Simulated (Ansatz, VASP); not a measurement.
Be in VASP and in Ansatz

```xyz
1
Lattice="2.2750 0.0000 0.0000 0.0000 2.2750 0.0000 0.0000 0.0000 2.2750" Properties=species:S:1:pos:R:3 pbc="T T T"
Be    0.0000    0.0000    0.0000
```

Alike in both runs: task single point; functional BLYP; k mesh 16 × 16 × 16; occupations fermi-dirac, width 0.1 eV; no spin polarisation.

```csv
,VASP,Ansatz
version,VASP 6.6.1,Ansatz 0.2.0
potentials or method,"VASP PAW PBE potentials, release 64 (Be), cutoff 520 eV","plane waves (420 eV) with PAW, scalar-relativistic"
valence electrons in the cell,2,2
```

|  | VASP | Ansatz | Ansatz less VASP |
| --- | --- | --- | --- |
| pressure (GPa) | -6.2 | -6.3 | -0.05 |

VASP's potentials were made for PBE, not for BLYP.
